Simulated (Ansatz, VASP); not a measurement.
**One calculation of ZnS, two programs**

The input INCAR:

```
PREC = Accurate
ENCUT = 520
EDIFF = 1E-6
ISMEAR = 0
SIGMA = 0.01
LREAL = F
LASPH = T
NELM = 60
ALGO = Normal
ISIF = 2
LWAVE = F
LCHARG = F
GGA = PS
NBANDS = 16
```

KPOINTS

```
Automatic mesh
0
Gamma
  8 8 8
```

The input POSCAR:

```
ZnS
1.0
    0.0000000000      2.6777696447      2.6777696447
    2.6777696447      0.0000000000      2.6777696447
    2.6777696447      2.6777696447      0.0000000000
Zn S
1 1
Direct
    0.7500000000      0.7500000000      0.7500000000
    0.0000000000      0.0000000000      0.0000000000
```

Input for Ansatz:

```yaml
crystal:
  lattice:
    - [0.0, 2.67776964466, 2.67776964466]
    - [2.67776964466, 0.0, 2.67776964466]
    - [2.67776964466, 2.67776964466, 0.0]
  atoms:
    - { symbol: Zn, position: [0.75, 0.75, 0.75] }
    - { symbol: S, position: [0.0, 0.0, 0.0] }
kpoints:
  mp_grid: { grid: [8, 8, 8] }
scf:
  occupations: { method: fixed }
hamiltonian:
  xc: pbesol
  pseudopotentials: { kind: all_electron, lapw: { basis_error: 0.001 } }
output:
  forces: true
  stress: true
  eigenvalues: true
  eigenstates:
    nscf_kmesh: { grid: [12, 12, 12] }
    de_dk: true
    e_range: [-9, 12.0878739265]
  optics:
    e_range: [0, 30]
    de: 0.2
    sigma: 0.15
    bands: { spectra_wanted_up_to: 30 }
    nscf_kmesh: { grid: [12, 12, 12] }
checkpoint:
  write: ck
  write_wavefunctions: false
```

Alike in both runs: task single point; functional PBEsol; k mesh 8 × 8 × 8; no spin polarisation.

|  | VASP | Ansatz |
| --- | --- | --- |
| version | VASP 6.6.1 | Ansatz 0.2.0 |
| potentials or method | VASP PAW PBE potentials, release 64 (Zn, S), cutoff 520 eV | all-electron LAPW, scalar-relativistic |
| occupations | gaussian, width 0.01 eV | fixed |

VASP gave:

```
gap on the k mesh at the Fermi level (eV) : 2.10
pressure (GPa)                            : 0.2
```

Estimate Ansatz's values.

gap on the k mesh at the Fermi level (eV): 2.09; pressure (GPa): 0.0.

VASP's potentials were made for PBE, not for PBEsol. Ansatz ran all-electron here, and VASP with PAW potentials.
